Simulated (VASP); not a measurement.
Al:

```
Al
1.0
     0.00000    2.81947    2.81947
     2.81947    0.00000    2.81947
     2.81947    2.81947    0.00000
Al
2
Direct
  0.12500 0.12500 0.12500
  0.87500 0.87500 0.87500
```

* Program: VASP 6.6.1
* Task: relaxation of cell and atoms
* Functional: r2SCAN
* Potentials or basis: VASP PAW PBE potentials, release 64 (Al)
* Cutoff: 600 eV
* k mesh: 10 × 10 × 10
* Occupations: fermi-dirac, width 0.1 eV
* Spin: no spin polarisation

At the start: pressure 11.8 GPa; volume 22.41 Å³/atom.

Task: How do energy, volume and symmetry change on relaxing?

Result: Over 5 steps the energy falls by 152.7 meV/atom and the volume is 27.28 Å³/atom (+21.7 %); space group Fd-3m (No. 227, to 0.05 Å).

Step by step:
```
step  energy change (eV)  largest force (eV/Å)  pressure (GPa)  volume (Å³)
   1              0.0000                0.0000           11.83        44.83
   2             -0.2975                0.0000           -1.29        56.44
   3             -0.3054                0.0000            0.07        54.46
   4             -0.3054                0.0000           -0.08        54.66
   5             -0.3054                0.0000            0.00        54.55
```

Final structure:
```
Al
1.0
     0.00000    3.01024    3.01024
     3.01024    0.00000    3.01024
     3.01024    3.01024    0.00000
Al
2
Direct
  0.12500 0.12500 0.12500
  0.87500 0.87500 0.87500
```

Caveat: the volume moved by over 15 % at a fixed basis, so the end points are rough; the PAW data sets were made with another functional, which shifts forces and pressure a little.
